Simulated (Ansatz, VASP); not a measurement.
Two plane-wave programs on Bi

File INCAR:

```
SYSTEM = Bi
PREC = Accurate
ENCUT = 500
EDIFF = 1E-6
ISMEAR = 0
SIGMA = 0.1
LREAL = .False.
LASPH = .True.
NELM = 120
ALGO = Normal
ISIF = 2
LWAVE = .False.
LCHARG = .False.
GGA = PE
IVDW = 12
NBANDS = 14
GGA_COMPAT = .False.
```

Contents of KPOINTS:

```
Automatic mesh
0
Gamma
  16 16 16
  0 0 0
```

POSCAR

```
Bi
1.0
   -1.9194685907      1.9194685907      1.9194685907
    1.9194685907     -1.9194685907      1.9194685907
    1.9194685907      1.9194685907     -1.9194685907
Bi
1
Direct
    0.0000000000      0.0000000000      0.0000000000
```

Input for Ansatz:

```yaml
crystal:
  lattice:
    - [-1.9194685907, 1.9194685907, 1.9194685907]
    - [1.9194685907, -1.9194685907, 1.9194685907]
    - [1.9194685907, 1.9194685907, -1.9194685907]
  atoms:
    - { symbol: Bi, position: [0.0, 0.0, 0.0] }
kpoints:
  mp_grid: { grid: [16, 16, 16] }
hamiltonian:
  xc: pbe
  dispersion: d3bj
  pseudopotentials: { kind: paw, source: jth }
scf:
  occupations: { method: gaussian, width: 0.1 }
output:
  forces: true
  eigenvalues: true
  stress: true
```

Alike in both runs: task single point; functional PBE; dispersion D3(BJ); k mesh 16 × 16 × 16; occupations gaussian, width 0.1 eV; no spin polarisation.

```csv
,VASP,Ansatz
version,VASP 6.6.1,Ansatz 0.2.0
potentials or method,"VASP PAW PBE potentials, release 64 (Bi_d)","scalar-relativistic, plane waves, PAW"
plane-wave cutoff (eV),500,1800
valence electrons in the cell,15,15
```

|  | VASP | Ansatz | Ansatz less VASP |
| --- | --- | --- | --- |
| gap on the k mesh at the Fermi level (eV) | none | none | - |
| pressure (GPa) | 4.1 | 4.2 | +0.07 |

A gap of «none» marks a metal or a gap that the smearing closes. Ansatz's warnings: radial quadrature taken.

Neither program's run includes spin-orbit coupling.
